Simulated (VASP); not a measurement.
A run of VASP 6.6.1 is set up as follows.

Contents of INCAR:

```
PREC = Accurate
ENCUT = 520
EDIFF = 1E-6
ISMEAR = 1
SIGMA = 0.1
LREAL = Auto
LASPH = True
NELM = 60
ALGO = Normal
ISIF = 2
LWAVE = False
LCHARG = False
GGA = PE
NBANDS = 230
```

The input KPOINTS:

```
Automatic mesh
0
Gamma
  2 2 2
```

File POSCAR:

```
AlCo
1.0
   -5.7030922953      5.7030922953      5.7030922953
    5.7030922953     -5.7030922953      5.7030922953
    5.7030922953      5.7030922953     -5.7030922953
Al Co
32 32
Direct
    0.0000000000      0.0000000000      0.0000000000
    0.0000000000      0.2500000000      0.2500000000
    0.2500000000      0.0000000000      0.2500000000
    0.2500000000      0.2500000000      0.0000000000
    0.0000000000      0.0000000000      0.5000000000
    0.0000000000      0.2500000000      0.7500000000
    0.2500000000      0.0000000000      0.7500000000
    0.2500000000      0.2500000000      0.5000000000
    0.0000000000      0.5000000000      0.0000000000
    0.0000000000      0.7500000000      0.2500000000
    0.2500000000      0.5000000000      0.2500000000
    0.2500000000      0.7500000000      0.0000000000
    0.0000000000      0.5000000000      0.5000000000
    0.0000000000      0.7500000000      0.7500000000
    0.2500000000      0.5000000000      0.7500000000
    0.2500000000      0.7500000000      0.5000000000
    0.5000000000      0.0000000000      0.0000000000
    0.5000000000      0.2500000000      0.2500000000
    0.7500000000      0.0000000000      0.2500000000
    0.7500000000      0.2500000000      0.0000000000
    0.5000000000      0.0000000000      0.5000000000
    0.5000000000      0.2500000000      0.7500000000
    0.7500000000      0.0000000000      0.7500000000
    0.7500000000      0.2500000000      0.5000000000
    0.5000000000      0.5000000000      0.0000000000
    0.5000000000      0.7500000000      0.2500000000
    0.7500000000      0.5000000000      0.2500000000
    0.7500000000      0.7500000000      0.0000000000
    0.5000000000      0.5000000000      0.5000000000
    0.5000000000      0.7500000000      0.7500000000
    0.7500000000      0.5000000000      0.7500000000
    0.7500000000      0.7500000000      0.5000000000
    0.0000000000      0.0000000000      0.2500000000
    0.0000000000      0.2500000000      0.0000000000
    0.2500000000      0.0000000000      0.0000000000
    0.2500000000      0.2500000000      0.2500000000
    0.0000000000      0.0000000000      0.7500000000
    0.0000000000      0.2500000000      0.5000000000
    0.2500000000      0.0000000000      0.5000000000
    0.2500000000      0.2500000000      0.7500000000
    0.0000000000      0.5000000000      0.2500000000
    0.0000000000      0.7500000000      0.0000000000
    0.2500000000      0.5000000000      0.0000000000
    0.2500000000      0.7500000000      0.2500000000
    0.0000000000      0.5000000000      0.7500000000
    0.0000000000      0.7500000000      0.5000000000
    0.2500000000      0.5000000000      0.5000000000
    0.2500000000      0.7500000000      0.7500000000
    0.5000000000      0.0000000000      0.2500000000
    0.5000000000      0.2500000000      0.0000000000
    0.7500000000      0.0000000000      0.0000000000
    0.7500000000      0.2500000000      0.2500000000
    0.5000000000      0.0000000000      0.7500000000
    0.5000000000      0.2500000000      0.5000000000
    0.7500000000      0.0000000000      0.5000000000
    0.7500000000      0.2500000000      0.7500000000
    0.5000000000      0.5000000000      0.2500000000
    0.5000000000      0.7500000000      0.0000000000
    0.7500000000      0.5000000000      0.0000000000
    0.7500000000      0.7500000000      0.2500000000
    0.5000000000      0.5000000000      0.7500000000
    0.5000000000      0.7500000000      0.5000000000
    0.7500000000      0.5000000000      0.5000000000
    0.7500000000      0.7500000000      0.7500000000
```

Potentials or basis: VASP PAW PBE potentials, release 64 (Al, Co).

Launch:

```sh
$ cat potpaw_PBE.64/Al/POTCAR potpaw_PBE.64/Co/POTCAR > POTCAR
$ mpirun -np 1 vasp_std > vasp.out
```

**Question.** Estimate the pressure.

**Answer.** 0.2 GPa.

**Question.** What does it give for the band gap on the k mesh?

**Answer.** Zero (bands 192 and 193 overlap by 0.31 eV).

Caveat: the k points lie up to 0.39 Å⁻¹ apart; the run has no spin polarisation, though such a crystal can be magnetic. Spin polarisation is off, so any magnetic state and its effect on volume and gap are missing.
